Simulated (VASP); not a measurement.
# GaN in VASP: notebook

The runs below take GaN through single point, with LDA.

Program: VASP 6.6.1. These are calculated values, not measurements. Logs are shortened: lines on timing, memory, paths and dates and some standing lists are left out, and cuts for length are marked.

## 1. The cell of the first run

Symmetry: Pmc2_1, No. 26, orthorhombic system. Conventional cell: a = 3.152 Å, b = 5.459 Å, c = 5.138 Å, α = 90.00°, β = 90.00°, γ = 90.00°. Ga (site symmetry m) has 4 N at 1.91 to 1.97 Å within 2.5 Å. Ga (site symmetry m) has 4 N at 1.87 to 1.96 Å within 2.5 Å. Within 2.5 Å of N (site symmetry m) lie 4 Ga at 1.91 to 1.97 Å. Within 2.5 Å of N (site symmetry m) lie 4 Ga at 1.87 to 1.93 Å.

## 2. Single point, LDA (mode 11 frozen in at -0.030 Å and mode 13 at -0.036 Å (largest displacements))

Input file INCAR:

```
PREC = Accurate
ENCUT = 520
EDIFF = 1E-6
ISMEAR = 0
SIGMA = 0.05
LREAL = False
LASPH = True
NELM = 60
ALGO = Normal
ISIF = 2
LWAVE = False
LCHARG = False
NBANDS = 46
```

Input file KPOINTS:

```
regular mesh
0
Gamma
  8 6 6
```

Input file POSCAR:

```
GaN
1.0
   -3.1515767111      0.0000000000      0.0000000000
    0.0000000000      0.0000000000     -5.1382481593
    0.0000000000     -5.4586909876      0.0000000000
Ga N
4 4
Direct
    0.5000000000      0.0013430239      0.1718867979
    0.0000000000     -0.0027868470      0.6614490114
    0.0000000000      0.4972131530      0.3385509886
    0.5000000000      0.5013430239      0.8281132021
    0.5000000000      0.6304246379      0.1674293268
    0.0000000000      0.6323411001      0.6659192327
    0.0000000000      0.1323411001      0.3340807673
    0.5000000000      0.1304246379      0.8325706732
```

Potentials or basis: VASP PAW LDA potentials, release 64 (Ga_d, N).

Command:

```
cat potpaw_LDA.64/Ga_d/POTCAR potpaw_LDA.64/N/POTCAR > POTCAR
mpirun -np 1 vasp_std > vasp.out
```

OUTCAR:

```text
PREC = Accurate
   ENCUT = 520
   EDIFF = 1E-6
   ISMEAR = 0
   LREAL = False
   LASPH = True
   NELM = 60
   ISIF = 2

 ion  position               nearest neighbor table
   1  0.500  0.001  0.172-   5 1.91   7 1.93   7 1.93   8 1.97
   2  0.000  0.997  0.661-   6 1.87   7 1.92   8 1.96   8 1.96
   3  0.000  0.497  0.339-   7 1.87   6 1.92   5 1.96   5 1.96
   4  0.500  0.501  0.828-   8 1.91   6 1.93   6 1.93   5 1.97
   5  0.500  0.630  0.167-   1 1.91   3 1.96   3 1.96   4 1.97
   6  0.000  0.632  0.666-   2 1.87   3 1.92   4 1.93   4 1.93
   7  0.000  0.132  0.334-   3 1.87   2 1.92   1 1.93   1 1.93
   8  0.500  0.130  0.833-   4 1.91   2 1.96   2 1.96   1 1.97

  LATTYP: Found a simple orthorhombic cell.
 ALAT       =     3.1515767111
 B/A-ratio  =     1.6303738193
 C/A-ratio  =     1.7320508076

  Lattice vectors:

 A1 = (  -3.1515767111,   0.0000000000,   0.0000000000)
 A2 = (   0.0000000000,   0.0000000000,  -5.1382481593)
 A3 = (   0.0000000000,  -5.4586909876,   0.0000000000)

Analysis of symmetry for initial positions (statically):
=====================================================================
 Subroutine PRICEL returns:
 Original cell was already a primitive cell.

 Routine SETGRP: Setting up the symmetry group for a
 simple orthorhombic supercell.

 Subroutine GETGRP returns: Found  4 space group operations
 (whereof  2 operations were pure point group operations)
 out of a pool of  8 trial point group operations.

The static configuration has the point symmetry C_1h.
 The point group associated with its full space group is C_2v.

Analysis of symmetry for dynamics (positions and initial velocities):
=====================================================================
 Subroutine PRICEL returns:
 Original cell was already a primitive cell.

 Routine SETGRP: Setting up the symmetry group for a
 simple orthorhombic supercell.

 Subroutine GETGRP returns: Found  4 space group operations
 (whereof  2 operations were pure point group operations)
 out of a pool of  8 trial point group operations.

The dynamic configuration has the point symmetry C_1h.
 The point group associated with its full space group is C_2v.

 Subroutine INISYM returns: Found  4 space group operations
 (whereof  2 operations are pure point group operations),
 and found     1 'primitive' translations
[... 109 lines left out ...]
   EDIFFG = 0.1E-04   stopping-criterion for IOM
   NSW    =      0    number of steps for IOM
   IBRION =     -1    ionic relax: 0-MD 1-quasi-New 2-CG
   NFREE  =      0    steps in history (QN), initial steepest desc. (CG)
   ISIF   =      2    stress and relaxation
   ISYM   =      2    0-nonsym 1-usesym 2-fastsym
   POTIM  = 0.5000    time-step for ionic-motion
   TEBEG  =    0.0;   TEEND  =   0.0 temperature during run
   PSTRESS=    0.0 pullay stress
   NELECT =      72.0000    total number of electrons
   NUPDOWN=      -1.0000    fix difference up-down
   EMIN   =  10.00;   EMAX   =-10.00  energy-range for DOS
   EFERMI =   0.00;   METHOD = LEGACY
   ISMEAR =     0;   SIGMA  =   0.05  broadening in eV -4-tet -1-fermi 0-gaus
   EFERMI_NEDOS =   21; number of points for ismear=-14 and -15
   IALGO  =     38    algorithm
   IMIX   =      4    mixing-type and parameters
     AMIX     =   0.40;   BMIX     =  1.00
     AMIX_MAG =   1.60;   BMIX_MAG =  1.00
  volume/ion in A,a.u.               =      11.05        74.57
  Fermi-wavevector in a.u.,A,eV,Ry     =   1.528886  2.889176 31.803525  2.337493
  Thomas-Fermi vector in A             =   2.636583
   LORBIT       =      0    0 simple, 1 ext, 2 COOP (PROOUT), +10 PAW based schemes
   GGA     = CA    functional components
   LHFCALC =     F    Hartree Fock is set to
   AEXX    =    0.0000 exact exchange contribution
   IVDW    =     0    specifies the selected vdW correction
   LEPSILON=     F    determine dielectric tensor
   LRPA    =     F    only Hartree local field effects (RPA)
 non-spin polarized calculation
 Gauss-broadening in eV      SIGMA  =   0.05
  energy-cutoff  :      520.00
  volume of cell :       88.40
 maximum number of plane-waves:      2408
 NGX is ok and might be reduce to    24
   NGX = 11   NGY = 19   NGZ = 21

 number of electron      71.9999993 magnetization

 Free energy of the ion-electron system (eV)
  ---------------------------------------------------
  ext. energy  EPLUGINS =         0.00000000
  ---------------------------------------------------
  free energy    TOTEN  =       -55.71918658 eV

  energy without entropy =      -55.71918658  energy(sigma->0) =      -55.71918658

 E-fermi :   5.7896     XC(G=0): -12.3002

 val. band max:        5.4989060939   @ k =   0.0000   0.0000   0.0000
 cond. band min:       7.5737604204   @ k =   0.0000   0.0000   0.0000
 fundamental gap:      2.0748543265
 Fermi energy:         5.7895767931

 k-point     1 :       0.0000    0.0000    0.0000
  band No.  band energies     occupation
      1     -10.7437      2.00000
      2      -9.8938      2.00000
      3      -9.5611      2.00000
      4      -9.5250      2.00000
      5      -8.1751      2.00000
      6      -8.1341      2.00000
[... 1165 lines left out ...]
     45      15.1664      0.00000
     46      15.3396      0.00000

 [... further k-points ...]

------------------------ aborting loop because EDIFF is reached ----------------------------------------

  FORCE on cell =-STRESS in cart. coord.  units (eV):
  Direction    XX          YY          ZZ          XY          YZ          ZX
  --------------------------------------------------------------------------------------
  -------------------------------------------------------------------------------------
  Total       -0.2640807     -0.2697401      2.9888417      0.0000000      0.0000000      0.0000000
  in kB       -4.7864750     -4.8890521     54.1728929      0.0000000      0.0000000      0.0000000
  external PRESSURE =      14.8324552 kB  Pullay stress =       0.0000000 kB

 VOLUME and BASIS-vectors are now :
 -----------------------------------------------------------------------------
  energy-cutoff  :      520.00
  volume of cell :       88.40
      direct lattice vectors                 reciprocal lattice vectors
    -3.151576711  0.000000000  0.000000000    -0.317301494  0.000000000  0.000000000
     0.000000000  0.000000000 -5.138248159     0.000000000  0.000000000 -0.194618860
     0.000000000 -5.458690988  0.000000000     0.000000000 -0.183194103  0.000000000

 POSITION                                       TOTAL-FORCE (eV/Angst)
 -----------------------------------------------------------------------------------
     -1.57579     -0.93828     -0.00690         0.000000      0.696155     -0.289073
      0.00000     -3.61065     -5.12393         0.000000     -0.716068     -0.942843
      0.00000     -1.84805     -2.55480         0.000000      0.716068     -0.942843
     -1.57579     -4.52041     -2.57602         0.000000     -0.696155     -0.289073
     -1.57579     -0.91394     -3.23928         0.000000     -0.004415      0.538214
      0.00000     -3.63505     -3.24913         0.000000     -0.031809      0.693702
      0.00000     -1.82364     -0.68000         0.000000      0.031809      0.693702
     -1.57579     -4.54475     -0.67015         0.000000      0.004415      0.538214
 -----------------------------------------------------------------------------------
    total drift:                               -0.000000      0.000010     -0.001611

  FREE ENERGIE OF THE ION-ELECTRON SYSTEM (eV)
  ---------------------------------------------------
  free  energy   TOTEN  =       -55.7191865835 eV

  energy  without entropy=      -55.7191865835  energy(sigma->0) =      -55.71918658
```

OSZICAR:

```text
N       E                     dE             d eps       ncg     rms          rms(c)
DAV:   1     0.803593211396E+03    0.80359E+03   -0.32729E+04  8238   0.295E+03
DAV:   2     0.993374911980E+02   -0.70426E+03   -0.66650E+03  7528   0.725E+02
DAV:   3    -0.522830385642E+02   -0.15162E+03   -0.14697E+03  8448   0.222E+02
DAV:   4    -0.636935961102E+02   -0.11411E+02   -0.11284E+02  9186   0.636E+01
DAV:   5    -0.640757965655E+02   -0.38220E+00   -0.38129E+00  9398   0.117E+01    0.153E+01
DAV:   6    -0.556683484418E+02    0.84074E+01   -0.24990E+01 13898   0.577E+01    0.422E+00
DAV:   7    -0.558431319913E+02   -0.17478E+00   -0.38355E+00  8184   0.100E+01    0.368E+00
DAV:   8    -0.557506890828E+02    0.92443E-01   -0.47440E-01 11158   0.686E+00    0.999E-01
DAV:   9    -0.557178309715E+02    0.32858E-01   -0.15234E-01 11378   0.517E+00    0.347E-01
DAV:  10    -0.557191500051E+02   -0.13190E-02   -0.13565E-02  9306   0.102E+00    0.233E-01
DAV:  11    -0.557193262709E+02   -0.17627E-03   -0.78607E-04 10134   0.697E-01    0.819E-02
DAV:  12    -0.557191854457E+02    0.14083E-03   -0.39943E-04  9932   0.480E-01    0.305E-02
DAV:  13    -0.557191848179E+02    0.62774E-06   -0.17760E-04 11738   0.123E-01    0.124E-02
DAV:  14    -0.557191870500E+02   -0.22321E-05   -0.26066E-05  8310   0.382E-02    0.107E-02
DAV:  15    -0.557191865835E+02    0.46655E-06   -0.23931E-06  6366   0.139E-01
   1 F= -.55719187E+02 E0= -.55719187E+02  d E =-.230720E-18
```

stdout:

```text
POSCAR found type information on POSCAR GaN
 POSCAR found :  2 types and       8 ions
 scaLAPACK will be used
 LDA part: xc-table for (Slater(with rela. corr.)+CA(PZ))
 , standard interpolation
 POSCAR, INCAR and KPOINTS ok, starting setup
 FFT: planning ... GRIDC
 FFT: planning ... GRID_SOFT
 FFT: planning ... GRID
 WAVECAR not read
 entering main loop
```

It took 4.5 min on 1 thread of Oxide Virtual Turin-like, shared host; peak memory 0.29 GiB.

What came out:

- Free energy: -55.7192 eV
- Pressure: 1.5 GPa
- Largest force: 1.184 eV/Å
- Band gap on the k mesh: 2.07 eV

Forces in eV/Å, atoms in the order of the input:
```
Ga   0.000  0.696 -0.289
Ga   0.000 -0.716 -0.943
Ga   0.000  0.716 -0.943
Ga   0.000 -0.696 -0.289
N    0.000 -0.004  0.538
N    0.000 -0.032  0.694
N    0.000  0.032  0.694
N    0.000  0.004  0.538
```

Levels at points of the mesh, in eV from the valence-band top:
```tsv
k point	band 32	band 33	band 34	band 35	band 36	band 37	band 38	band 39	band 40	band 41
(0.00, 0.00, 0.00)	-1.14	-0.87	-0.21	-0.01	0.00	2.07	4.40	4.98	5.57	5.90
(0.50, 0.00, 0.00)	-4.00	-2.33	-2.14	-2.10	-2.08	5.20	5.54	6.69	6.83	7.63
(0.00, 0.50, 0.00)	-2.06	-0.59	-0.59	-0.57	-0.57	4.23	4.23	4.39	4.39	7.84
(0.50, 0.50, 0.00)	-3.53	-1.98	-1.98	-1.75	-1.75	5.69	5.69	5.90	5.90	7.89
(0.00, 0.00, 0.50)	-2.06	-0.98	-0.89	-0.54	-0.41	4.29	4.45	5.97	6.02	7.13
(0.50, 0.00, 0.50)	-2.84	-2.60	-2.47	-1.03	-0.94	4.82	5.12	5.46	5.67	5.80
(0.00, 0.50, 0.50)	-2.18	-1.56	-1.56	-1.18	-1.18	5.09	5.09	5.32	5.32	7.61
(0.50, 0.50, 0.50)	-2.06	-2.06	-2.06	-1.93	-1.93	4.14	4.14	4.43	4.43	7.76
```

Caveat: the cell differs from its parent crystal (mode 11 frozen in at -0.030 Å and mode 13 at -0.036 Å (largest displacements)); forces of over 1 eV/Å act on the atoms, so gaps and moduli don't describe the material at rest.

## 3. Single point, LDA (mode 11 frozen in at -0.061 Å and mode 13 at -0.073 Å (largest displacements))

Input file INCAR:

```
PREC = Accurate ; ENCUT = 520
EDIFF = 1E-7 ; ISMEAR = 0
SIGMA = 0.05 ; LREAL = F
LASPH = T ; NELM = 60
ALGO = Normal ; ISIF = 2
LWAVE = F ; LCHARG = F
GGA = CA ; NBANDS = 46
```

KPOINTS is that of step 2.

Input file POSCAR:

```
GaN
1.0
   -3.1515767111      0.0000000000      0.0000000000
    0.0000000000      0.0000000000     -5.1382481593
    0.0000000000     -5.4586909876      0.0000000000
Ga N
4 4
Direct
    0.5000000000      0.0019847950      0.1771069291
    0.0000000000     -0.0062749470      0.6562313560
    0.0000000000      0.4937250530      0.3437686440
    0.5000000000      0.5019847950      0.8228930709
    0.5000000000      0.6365505286      0.1681919868
    0.0000000000      0.6403834531      0.6651717988
    0.0000000000      0.1403834531      0.3348282012
    0.5000000000      0.1365505286      0.8318080132
```

Potentials or basis: VASP PAW LDA potentials, release 64 (Ga_d, N).

Command:

```
cat potpaw_LDA.64/Ga_d/POTCAR potpaw_LDA.64/N/POTCAR > POTCAR
mpirun -np 1 vasp_std > vasp.out
```

It took 6.8 min on 1 thread of Oxide Virtual Turin-like, shared host; peak memory 0.3 GiB.

The run converged. Its results:

| Quantity | Value |
| --- | --- |
| Free energy | -55.4043 eV |
| Pressure | 2.5 GPa |
| Largest force | 2.536 eV/Å |
| Band gap on the k mesh | 1.97 eV |

Forces on the atoms (eV/Å):
```
Ga   0.000  1.293 -0.616
Ga   0.000 -1.351 -2.146
Ga   0.000  1.351 -2.146
Ga   0.000 -1.293 -0.616
N    0.000 -0.054  1.099
N    0.000 -0.084  1.664
N    0.000  0.084  1.664
N    0.000  0.054  1.099
```

Stress tensor (GPa, compression positive):
```
-1.82  0.00  0.00
 0.00 -1.88  0.00
 0.00  0.00 11.35
```

Levels at points of the mesh, in eV from the valence-band top:
```
           k point  band 33  band 34  band 35  band 36  band 37  band 38  band 39  band 40
(0.00, 0.00, 0.00)    -0.71    -0.40    -0.03     0.00     1.97     4.38     4.94     5.43
(0.50, 0.00, 0.00)    -2.66    -2.15    -2.08    -2.01     4.78     5.44     6.53     6.81
(0.00, 0.50, 0.00)    -0.64    -0.64    -0.57    -0.57     4.05     4.05     4.36     4.36
(0.50, 0.50, 0.00)    -2.22    -2.22    -1.79    -1.79     5.47     5.47     5.88     5.88
(0.00, 0.00, 0.50)    -1.21    -1.03    -0.53    -0.30     4.13     4.45     5.91     6.02
(0.50, 0.00, 0.50)    -2.83    -2.58    -1.02    -0.84     4.62     5.18     5.22     5.64
(0.00, 0.50, 0.50)    -1.78    -1.78    -1.03    -1.03     4.87     4.87     5.32     5.32
(0.50, 0.50, 0.50)    -2.09    -2.09    -1.84    -1.84     3.87     3.87     4.44     4.44
```

Caveat: the cell differs from its parent crystal (mode 11 frozen in at -0.061 Å and mode 13 at -0.073 Å (largest displacements)); forces of over 1 eV/Å act on the atoms, so gaps and moduli don't describe the material at rest.

## 4. Single point, LDA (mode 11 frozen in at -0.061 Å and mode 13 at +0.018 Å (largest displacements))

Input file INCAR:

```
SYSTEM = GaN
  PREC = Accurate
  ENCUT = 520
  EDIFF = 1E-7
  ISMEAR = 0
  SIGMA = 0.05
  LREAL = .False.
  LASPH = .True.
  NELM = 100
  ALGO = Normal
  ISIF = 2
  LWAVE = .False.
  LCHARG = .False.
  GGA = CA
  NBANDS = 46
```

Input file KPOINTS:

```
regular mesh
0
Gamma
  8 6 6
  0 0 0
```

Input file POSCAR:

```
GaN
1.0
   -3.1515767111      0.0000000000      0.0000000000
    0.0000000000      0.0000000000     -5.1382481593
    0.0000000000     -5.4586909876      0.0000000000
Ga N
4 4
Direct
    0.5000000000      0.0055427061      0.1771038343
    0.0000000000     -0.0027170358      0.6562282612
    0.0000000000      0.4972829642      0.3437717388
    0.5000000000      0.5055427061      0.8228961657
    0.5000000000      0.6188402239      0.1681729542
    0.0000000000      0.6226731484      0.6651527662
    0.0000000000      0.1226731484      0.3348472338
    0.5000000000      0.1188402239      0.8318270458
```

Command:

```
cat potpaw_LDA.64/Ga_d/POTCAR potpaw_LDA.64/N/POTCAR > POTCAR
mpirun -np 1 vasp_std > vasp.out
```

Wall time 6.6 min (1 thread of Oxide Virtual Turin-like, shared host); peak memory 0.3 GiB.

The run converged. Its results:

```yaml
Free_energy: -55.6090 eV
Pressure: 1.9 GPa
Largest_force: 1.686 eV/Å
Band_gap_on_the_k_mesh: 2.10 eV
```

Forces on the atoms (eV/Å):
```
Ga   0.000  1.484  0.799
Ga   0.000 -1.601 -0.218
Ga   0.000  1.601 -0.218
Ga   0.000 -1.484  0.799
N    0.000 -0.016 -0.290
N    0.000 -0.151 -0.291
N    0.000  0.151 -0.291
N    0.000  0.016 -0.290
```

Stress tensor (GPa, compression positive):
```
2.74 0.00 0.00
0.00 2.82 0.00
0.00 0.00 0.01
```

Levels at points of the mesh, in eV from the valence-band top:
```
           k point  band 32  band 33  band 34  band 35  band 36  band 37  band 38  band 39  band 40  band 41
(0.00, 0.00, 0.00)    -1.09    -0.76    -0.04    -0.02     0.00     2.10     4.30     4.97     5.64     5.99
(0.50, 0.00, 0.00)    -3.96    -2.31    -2.22    -2.22    -1.74     5.34     6.00     6.62     6.90     7.63
(0.00, 0.50, 0.00)    -1.95    -0.57    -0.57    -0.51    -0.51     4.23     4.23     4.52     4.52     7.72
(0.50, 0.50, 0.00)    -3.55    -1.95    -1.95    -1.48    -1.48     5.64     5.64     6.04     6.04     7.93
(0.00, 0.00, 0.50)    -2.04    -0.80    -0.64    -0.63    -0.39     4.21     4.54     5.90     6.02     7.19
(0.50, 0.00, 0.50)    -2.77    -2.42    -2.15    -1.22    -1.02     4.65     5.26     5.43     5.77     5.79
(0.00, 0.50, 0.50)    -1.99    -1.79    -1.79    -1.03    -1.03     5.05     5.05     5.50     5.50     7.53
(0.50, 0.50, 0.50)    -2.07    -2.01    -2.01    -1.68    -1.68     4.09     4.09     4.65     4.65     7.56
```

Caveat: the cell differs from its parent crystal (mode 11 frozen in at -0.061 Å and mode 13 at +0.018 Å (largest displacements)); forces of over 1 eV/Å act on the atoms, so gaps and moduli don't describe the material at rest.

## 5. Single point, LDA (mode 11 frozen in at +0.000 Å and mode 13 at +0.091 Å (largest displacements))

Input file INCAR:

```
SYSTEM = GaN
ALGO = Normal
EDIFF = 1E-6
ENCUT = 520
ISIF = 2
ISMEAR = 0
LASPH = .TRUE.
LCHARG = .TRUE.
LELF = .TRUE.
LREAL = .FALSE.
LVHAR = .TRUE.
LWAVE = .FALSE.
NBANDS = 46
NELM = 100
PREC = Accurate
SIGMA = 0.05
```

Input file KPOINTS:

```
k-points
0
G
  8 6 6
  0 0 0
```

Input file POSCAR:

```
GaN
1.0
   -3.1515767111      0.0000000000      0.0000000000
    0.0000000000      0.0000000000     -5.1382481593
    0.0000000000     -5.4586909876      0.0000000000
Ga N
4 4
Direct
    0.5000000000      0.0042591640      0.1666635719
    0.0000000000      0.0042591640      0.6666635719
    0.0000000000      0.5042591640      0.3333364281
    0.5000000000      0.5042591640      0.8333364281
    0.5000000000      0.6065884424      0.1666476341
    0.0000000000      0.6065884424      0.6666476341
    0.0000000000      0.1065884424      0.3333523659
    0.5000000000      0.1065884424      0.8333523659
```

Command:

```
cat potpaw_LDA.64/Ga_d/POTCAR potpaw_LDA.64/N/POTCAR > POTCAR
mpirun -np 1 vasp_std > vasp.out
```

It took 8.1 min on 1 thread of Oxide Virtual Turin-like, shared host; peak memory 0.3 GiB.

The run converged. Its results:

```
Free energy            : -55.5715 eV
Pressure               : 2.4 GPa
Largest force          : 1.015 eV/Å
Band gap on the k mesh : 2.04 eV
```

Forces in eV/Å, atoms in the order of the input:
```
Ga   0.000 -0.002  1.015
Ga   0.000 -0.002  1.015
Ga   0.000  0.002  1.015
Ga   0.000  0.002  1.015
N    0.000 -0.002 -1.015
N    0.000 -0.002 -1.015
N    0.000  0.002 -1.015
N    0.000  0.002 -1.015
```

Stress tensor (GPa, compression positive):
```
 5.86  0.00  0.00
 0.00  5.88  0.00
 0.00  0.00 -4.65
```

Levels at points of the mesh, in eV from the valence-band top:
```
           k point  band 33  band 34  band 35  band 36  band 37  band 38  band 39  band 40
(0.00, 0.00, 0.00)    -1.23    -0.25    -0.25     0.00     2.04     4.07     4.79     5.56
(0.50, 0.00, 0.00)    -2.66    -2.66    -1.84    -1.84     5.89     5.89     6.66     6.66
(0.00, 0.50, 0.00)    -0.75    -0.75    -0.75    -0.75     4.27     4.27     4.33     4.33
(0.50, 0.50, 0.00)    -1.66    -1.66    -1.66    -1.66     5.71     5.71     5.71     5.71
(0.00, 0.00, 0.50)    -0.88    -0.88    -0.62    -0.62     4.28     4.28     5.74     5.74
(0.50, 0.00, 0.50)    -2.13    -2.13    -1.49    -1.49     4.79     4.79     5.56     5.56
(0.00, 0.50, 0.50)    -1.62    -1.62    -1.62    -1.62     5.22     5.22     5.22     5.22
(0.50, 0.50, 0.50)    -1.88    -1.88    -1.88    -1.88     4.33     4.33     4.33     4.33
```

Caveat: the cell differs from its parent crystal (mode 11 frozen in at +0.000 Å and mode 13 at +0.091 Å (largest displacements)); forces of over 1 eV/Å act on the atoms, so gaps and moduli don't describe the material at rest.
